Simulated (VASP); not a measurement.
# GaGe3 (Fm-3m) in VASP: a series of runs, part 2 of 2

VASP 6.6.1. Earlier steps stand in the parts before.

## Step 3: Relaxation of cell and atoms, PBE

This run uses another cell than the first one, of 19.39 Å³/atom.

File INCAR:

```
PREC = Accurate
ENCUT = 500
EDIFF = 1E-7
ISMEAR = 0
SIGMA = 0.1
LREAL = F
LASPH = T
NELM = 120
ALGO = Normal
ISIF = 3
LWAVE = F
LCHARG = F
GGA = PE
IBRION = 2
NSW = 80
EDIFFG = -0.02
GGA_COMPAT = F
NELMIN = 4
```

File KPOINTS:

```
regular mesh
0
Gamma
  6 6 6
```

File POSCAR:

```
GaGe3
1.0
    0.0000000000      3.3850000000      3.3850000000
    3.3850000000      0.0000000000      3.3850000000
    3.3850000000      3.3850000000      0.0000000000
Ga Ge
1 3
Direct
    0.0000000000      0.0000000000      0.0000000000
    0.5000000000      0.5000000000      0.5000000000
    0.2500000000      0.2500000000      0.2500000000
    0.7500000000      0.7500000000      0.7500000000
```

Potentials or basis: VASP PAW PBE potentials, release 64 (Ga_d, Ge_d).

Started as:

```bash
$ cat potpaw_PBE.64/Ga_d/POTCAR potpaw_PBE.64/Ge_d/POTCAR > POTCAR
$ mpirun -np 1 vasp_std > vasp.out
```

OUTCAR:

```text
PREC = Accurate
   ENCUT = 500
   EDIFF = 1E-7
   ISMEAR = 0
   LREAL = F
   LASPH = T
   NELM = 120
   ISIF = 3
   GGA = PE
   IBRION = 2
   NSW = 80
   EDIFFG = -0.02
   NELMIN = 4

 ion  position               nearest neighbor table
   1  0.000  0.000  0.000-
   2  0.500  0.500  0.500-
   3  0.250  0.250  0.250-
   4  0.750  0.750  0.750-

  LATTYP: Found a face centered cubic cell.
 ALAT       =     6.7700000000

  Lattice vectors:

 A1 = (   0.0000000000,   3.3850000000,   3.3850000000)
 A2 = (   3.3850000000,   0.0000000000,   3.3850000000)
 A3 = (   3.3850000000,   3.3850000000,   0.0000000000)

Analysis of symmetry for initial positions (statically):
=====================================================================
 Subroutine PRICEL returns:
 Original cell was already a primitive cell.

 Routine SETGRP: Setting up the symmetry group for a
 face centered cubic supercell.

 Subroutine GETGRP returns: Found 48 space group operations
 (whereof 48 operations were pure point group operations)
 out of a pool of 48 trial point group operations.

The static configuration has the point symmetry O_h .

Analysis of symmetry for dynamics (positions and initial velocities):
=====================================================================
 Subroutine PRICEL returns:
 Original cell was already a primitive cell.

 Routine SETGRP: Setting up the symmetry group for a
 face centered cubic supercell.

 Subroutine GETGRP returns: Found 48 space group operations
 (whereof 48 operations were pure point group operations)
 out of a pool of 48 trial point group operations.

The dynamic configuration has the point symmetry O_h .

 Subroutine INISYM returns: Found 48 space group operations
 (whereof 48 operations are pure point group operations),
 and found     1 'primitive' translations

----------------------------------------------------------------------------------------

                                     Primitive cell

  volume of cell :      77.5722

  direct lattice vectors                    reciprocal lattice vectors
     0.000000000  3.385000000  3.385000000    -0.147710487  0.147710487  0.147710487
     3.385000000  0.000000000  3.385000000     0.147710487 -0.147710487  0.147710487
     3.385000000  3.385000000  0.000000000     0.147710487  0.147710487 -0.147710487

  length of vectors
     4.787112909  4.787112909  4.787112909     0.255842069  0.255842069  0.255842069

  position of ions in fractional coordinates (direct lattice)
     0.000000000  0.000000000  0.000000000
     0.500000000  0.500000000  0.500000000
     0.250000000  0.250000000  0.250000000
[... 98 lines left out ...]
   AEXX    =    0.0000 exact exchange contribution
   IVDW    =     0    specifies the selected vdW correction
   LEPSILON=     F    determine dielectric tensor
   LRPA    =     F    only Hartree local field effects (RPA)
 conjugate gradient relaxation of ions
 non-spin polarized calculation
 Gauss-broadening in eV      SIGMA  =   0.10
  energy-cutoff  :      500.00
  volume of cell :       77.57
 maximum number of plane-waves:      1994
   NGX = 17   NGY = 17   NGZ = 17

--------------------------------------- Ionic step        1  -------------------------------------------

 number of electron      55.0000042 magnetization

 Free energy of the ion-electron system (eV)
  ---------------------------------------------------
  ext. energy  EPLUGINS =         0.00000000
  ---------------------------------------------------
  free energy    TOTEN  =       -15.29305361 eV

  energy without entropy =      -15.28956146  energy(sigma->0) =      -15.29130753

------------------------ aborting loop because EDIFF is reached ----------------------------------------

  FORCE on cell =-STRESS in cart. coord.  units (eV):
  Direction    XX          YY          ZZ          XY          YZ          ZX
  --------------------------------------------------------------------------------------
  -------------------------------------------------------------------------------------
  Total        0.2627795      0.2627795      0.2627795      0.0000000      0.0000000      0.0000000
  in kB        5.4274537      5.4274537      5.4274537      0.0000000      0.0000000      0.0000000
  external PRESSURE =       5.4274537 kB  Pullay stress =       0.0000000 kB

 VOLUME and BASIS-vectors are now :
 -----------------------------------------------------------------------------
  energy-cutoff  :      500.00
  volume of cell :       77.57
      direct lattice vectors                 reciprocal lattice vectors
     0.000000000  3.385000000  3.385000000    -0.147710487  0.147710487  0.147710487
     3.385000000  0.000000000  3.385000000     0.147710487 -0.147710487  0.147710487
     3.385000000  3.385000000  0.000000000     0.147710487  0.147710487 -0.147710487

 POSITION                                       TOTAL-FORCE (eV/Angst)
 -----------------------------------------------------------------------------------
      0.00000      0.00000      0.00000        -0.000000      0.000000     -0.000000
      3.38500      3.38500      3.38500        -0.000000      0.000000     -0.000000
      1.69250      1.69250      1.69250         0.000000      0.000000      0.000000
      5.07750      5.07750      5.07750        -0.000000     -0.000000     -0.000000
 -----------------------------------------------------------------------------------
    total drift:                                0.000000      0.000000      0.000000

  FREE ENERGIE OF THE ION-ELECTRON SYSTEM (eV)
  ---------------------------------------------------
  free  energy   TOTEN  =       -15.2930536080 eV

  energy  without entropy=      -15.2895614552  energy(sigma->0) =      -15.29130753

--------------------------------------- Ionic step        2  -------------------------------------------

 number of electron      55.0000024 magnetization

 Free energy of the ion-electron system (eV)
  ---------------------------------------------------
  ext. energy  EPLUGINS =         0.00000000
  ---------------------------------------------------
  free energy    TOTEN  =       -15.29421932 eV

  energy without entropy =      -15.29067941  energy(sigma->0) =      -15.29244936

 E-fermi :   6.0032     XC(G=0): -11.0458

 val. band max:        5.9222405166   @ k =   0.1667   0.1667   0.0000
 cond. band min:       6.1254840630   @ k =  -0.3333   0.3333   0.0000
 fundamental gap:      0.2032435464
 Fermi energy:         6.0032053144

 k-point     1 :       0.0000    0.0000    0.0000
  band No.  band energies     occupation
      1     -18.6244      2.00000
      2     -18.6244      2.00000
      3     -18.6111      2.00000
      4     -18.6110      2.00000
      5     -18.6110      2.00000
      6     -18.6070      2.00000
[... 565 lines left out ...]
     32      10.4401      0.00000
     33      11.4402      0.00000

------------------------ aborting loop because EDIFF is reached ----------------------------------------

  FORCE on cell =-STRESS in cart. coord.  units (eV):
  Direction    XX          YY          ZZ          XY          YZ          ZX
  --------------------------------------------------------------------------------------
  -------------------------------------------------------------------------------------
  Total       -0.0254942     -0.0254942     -0.0254942      0.0000000     -0.0000000      0.0000000
  in kB       -0.5215834     -0.5215834     -0.5215834      0.0000000     -0.0000000      0.0000000
  external PRESSURE =      -0.5215834 kB  Pullay stress =       0.0000000 kB

 VOLUME and BASIS-vectors are now :
 -----------------------------------------------------------------------------
  energy-cutoff  :      500.00
  volume of cell :       78.31
      direct lattice vectors                 reciprocal lattice vectors
     0.000000000  3.395728066  3.395728066    -0.147243828  0.147243828  0.147243828
     3.395728066 -0.000000000  3.395728066     0.147243828 -0.147243828  0.147243828
     3.395728066  3.395728066  0.000000000     0.147243828  0.147243828 -0.147243828

 POSITION                                       TOTAL-FORCE (eV/Angst)
 -----------------------------------------------------------------------------------
      3.39573     -0.00000      3.39573        -0.000000      0.000000     -0.000000
      3.39573      3.39573      3.39573        -0.000000      0.000000     -0.000000
      1.69786      1.69786      1.69786        -0.000000     -0.000000      0.000000
      5.09359      5.09359      5.09359         0.000000      0.000000     -0.000000
 -----------------------------------------------------------------------------------
    total drift:                                0.000000      0.000000      0.000000

  FREE ENERGIE OF THE ION-ELECTRON SYSTEM (eV)
  ---------------------------------------------------
  free  energy   TOTEN  =       -15.2942193162 eV

  energy  without entropy=      -15.2906794081  energy(sigma->0) =      -15.29244936

 reached required accuracy - stopping structural energy minimisation
```

OSZICAR:

```text
N       E                     dE             d eps       ncg     rms          rms(c)
DAV:   1     0.423016703238E+03    0.42302E+03   -0.27010E+04  1224   0.431E+03
DAV:   2     0.606302357829E+02   -0.36239E+03   -0.35595E+03  1064   0.759E+02
DAV:   3    -0.116685596000E+02   -0.72299E+02   -0.71761E+02  1204   0.209E+02
[... 17 lines left out ...]
DAV:   5    -0.152942195264E+02    0.81685E-04   -0.15154E-04  1328   0.187E-01    0.206E-02
DAV:   6    -0.152942198161E+02   -0.28969E-06   -0.10659E-05  1134   0.648E-02    0.108E-02
DAV:   7    -0.152942191486E+02    0.66756E-06   -0.14607E-06  1343   0.136E-02    0.141E-03
DAV:   8    -0.152942193532E+02   -0.20465E-06   -0.29775E-07   833   0.772E-03    0.999E-04
DAV:   9    -0.152942193162E+02    0.37022E-07   -0.31938E-08   545   0.553E-03
   2 F= -.15294219E+02 E0= -.15292449E+02  d E =-.116571E-02
```

It took 2.7 min on 1 thread of Intel Xeon 8259CL, shared host; peak memory 0.22 GiB.

What came out:

```yaml
Free_energy: -15.2942 eV
Relaxed_volume: 19.58 Å³/atom
Relaxed_cell: a = 4.802 Å, b = 4.802 Å, c = 4.802 Å, α = 60.00°, β = 60.00°, γ = 60.00°
Space_group_after_relaxing_to_0.1_Å: Fm-3m (No. 225)
Energy_gained_by_relaxing: 0.3 meV/atom
Ionic_steps: 2
Pressure_after_relaxing: -0.1 GPa
Band_gap_on_the_k_mesh: zero (an odd number of electrons rules out a gap without spin polarisation)
```

The path:
| step | energy change (eV) | largest force (eV/Å) | pressure (GPa) | volume (Å³) |
| --- | --- | --- | --- | --- |
| 1 | 0.0000 | 0.0000 | 0.54 | 77.57 |
| 2 | -0.0012 | 0.0000 | -0.05 | 78.31 |

Final structure:
```
Ga Ge
1.0
     0.00000    3.39573    3.39573
     3.39573    0.00000    3.39573
     3.39573    3.39573    0.00000
Ga Ge
1 3
Direct
  0.00000 0.00000 0.00000
  0.50000 0.50000 0.50000
  0.25000 0.25000 0.25000
  0.75000 0.75000 0.75000
```

Levels at points of the mesh, in eV from the Fermi level:
```csv
k point,band 26,band 27,band 28,band 29,band 30,band 31
"(0.00, 0.00, 0.00)",-1.47,-1.18,-1.16,-1.16,-1.16,0.34
"(0.50, 0.00, 0.00)",-2.45,-1.93,-1.93,1.81,1.83,4.05
"(0.50, 0.50, 0.00)",-4.67,2.92,3.03,3.03,3.39,3.77
```

The gap in the log of VASP goes by the Fermi energy; the results here count the filled bands.